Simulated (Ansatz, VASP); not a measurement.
**InAs in VASP and in Ansatz**

Contents of INCAR:

```
PREC = Accurate
ENCUT = 520
EDIFF = 1E-6
ISMEAR = 0
SIGMA = 0.15
LREAL = False
LASPH = True
NELM = 80
ALGO = Normal
ISIF = 2
LWAVE = False
LCHARG = True
GGA = PE
LELF = True
LVHAR = True
NBANDS = 16
```

Contents of KPOINTS:

```
Automatic mesh
0
Gamma
  14 14 14
```

The input POSCAR:

```
InAs
1.0
    0.0000000000      2.7820800000      2.7820800000
    2.7820800000      0.0000000000      2.7820800000
    2.7820800000      2.7820800000      0.0000000000
In As
1 1
Direct
    0.0000000000      0.0000000000      0.0000000000
    0.7500000000      0.7500000000      0.7500000000
```

Input for Ansatz:

```yaml
crystal:
  lattice:
    - [0.0, 2.78208, 2.78208]
    - [2.78208, 0.0, 2.78208]
    - [2.78208, 2.78208, 0.0]
  atoms:
    - { symbol: In, position: [0.0, 0.0, 0.0] }
    - { symbol: As, position: [0.75, 0.75, 0.75] }
basis:
  ecutwfc: 420
kpoints:
  mp_grid: { grid: [14, 14, 14] }
hamiltonian:
  xc: pbe
scf:
  occupations: { method: gaussian, width: 0.15 }
output:
  forces: true
  stress: true
  eigenvalues: true
  write_density: true
  write_potential: true
  elf: true
  volumetric_format: npy
```

Change from the starting cell: strain -0.080 along x and y, -0.080 along z, atoms carried along.

Alike in both runs: task single point; functional PBE; k mesh 14 × 14 × 14; occupations gaussian, width 0.15 eV; no spin polarisation.

```csv
,VASP,Ansatz
version,VASP 6.6.1,Ansatz 0.2.0
potentials or method,"VASP PAW PBE potentials, release 64 (In_d, As), cutoff 520 eV","scalar-relativistic, plane waves, PAW"
valence electrons in the cell,18,28
```

```tsv
	VASP	Ansatz	Ansatz less VASP
gap on the k mesh at the Fermi level (eV)	1.02	1.03	+0.014
least direct gap on the mesh (eV)	1.06	1.05	-0.011
pressure (GPa)	32.8	32.6	-0.20
```

Both programs put the cell under a high pressure, so it lies far from rest at this level. VASP's potentials hold 18 valence electrons a cell and Ansatz's 28, so a difference there can come from the potentials and not from the codes.
